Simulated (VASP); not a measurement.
A run of VASP 6.6.1 is set up as follows.

Contents of INCAR:

```
SYSTEM = Te3Pb2
PREC = Accurate ; ENCUT = 520
EDIFF = 1E-6 ; ISMEAR = 0
SIGMA = 0.1 ; LREAL = .FALSE.
LASPH = .TRUE. ; NELM = 80
ALGO = Normal ; ISIF = 2
LWAVE = .FALSE. ; LCHARG = .FALSE.
GGA = PE ; NBANDS = 31
```

KPOINTS

```
regular mesh
0
G
  3 3 3
  0 0 0
```

The input POSCAR:

```
Te3Pb2
1.0
    3.8669226500      2.2325688400      5.1565119800
   -3.8669226500      2.2325688400      5.1565119800
    0.0000000000     -4.4651376700      5.1565119800
Te Pb
3 2
Direct
    0.0000000000      0.0000000000      0.5000000000
    0.5000000000      0.0000000000      0.0000000000
    0.0000000000      0.5000000000      0.0000000000
    0.0669348100      0.0669348100      0.0669348100
    0.9330651900      0.9330651900      0.9330651900
```

Potentials or basis: VASP PAW PBE potentials, release 64 (Te, Pb_d).

Command:

```bash
$ cat potpaw_PBE.64/Te/POTCAR potpaw_PBE.64/Pb_d/POTCAR > POTCAR
$ mpirun -np 1 vasp_std > vasp.out
```

Q: Estimate the pressure.

A: 16.8 GPa.

Q: Predict the largest force.

A: 22.356 eV/Å.

Stress tensor (GPa, compression positive):
```
 6.65  0.00  0.00
 0.00  6.65  0.00
 0.00  0.00 37.19
```

Caveat: forces of over 1 eV/Å act on the atoms, so gaps and moduli don't describe the material at rest.
